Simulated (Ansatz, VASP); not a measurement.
# CsCl: VASP beside Ansatz

```
Cs Cl
1.0
     4.13670    0.00000    0.00000
     0.00000    4.13670    0.00000
     0.00000    0.00000    4.13670
Cs Cl
1 1
Direct
  0.00000 0.00000 0.00000
  0.50000 0.50000 0.50000
```

Alike in both runs: task single point; functional PBE; k mesh 8 × 8 × 8; occupations gaussian, width 0.05 eV; no spin polarisation.

```csv
,VASP,Ansatz
version,VASP 6.6.1,Ansatz 0.2.0
potentials or method,"VASP PAW PBE potentials, release 64 (Cs_sv, Cl), cutoff 500 eV","scalar-relativistic, plane waves, PAW"
valence electrons in the cell,16,16
```

Ansatz gave:

| Property | Result |
| --- | --- |
| gap on the k mesh at the Fermi level (eV) | 5.23 |
| least direct gap on the mesh (eV) | 5.23 |
| pressure (GPa) | 0.8 |

Problem. Which values does VASP return?

Solution. gap on the k mesh at the Fermi level (eV): 5.22; least direct gap on the mesh (eV): 5.22; pressure (GPa): 0.8.

With one functional, cell and mesh, what is left measures potentials, basis and numerics.

Neither program's run includes spin-orbit coupling.
